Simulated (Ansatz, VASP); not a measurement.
## Si3B in VASP and in Ansatz

```
CELL_PARAMETERS angstrom
3.68371 0.00000 0.00000
0.00000 3.68371 0.00000
0.00000 0.00000 3.68371
ATOMIC_POSITIONS crystal
Si 0.00000 0.50000 0.50000
Si 0.50000 0.00000 0.50000
Si 0.50000 0.50000 0.00000
B 0.00000 0.00000 0.00000
```

Alike in both runs: task relaxation of cell and atoms; functional r2SCAN; k mesh 6 × 6 × 6; occupations gaussian, width 0.1 eV; no spin polarisation.

|  | VASP | Ansatz |
| --- | --- | --- |
| version | VASP 6.6.1 | Ansatz 0.2.0 |
| potentials or method | VASP PAW PBE potentials, release 64 (Si, B), cutoff 600 eV | scalar-relativistic, plane waves, PAW |
| valence electrons in the cell | 15 | 15 |

```tsv
	VASP	Ansatz	Ansatz less VASP
gap on the k mesh at the Fermi level, each at its own relaxed structure (eV)	none	none	-
relaxed volume (Å³/atom)	11.74	11.74	+0.001
relaxed cell length with the largest relative difference (Å)	3.607	3.607	+0.0001
```

VASP's potentials were made for PBE, not for r2SCAN. A gap of «none» marks a metal or a gap that the smearing closes.
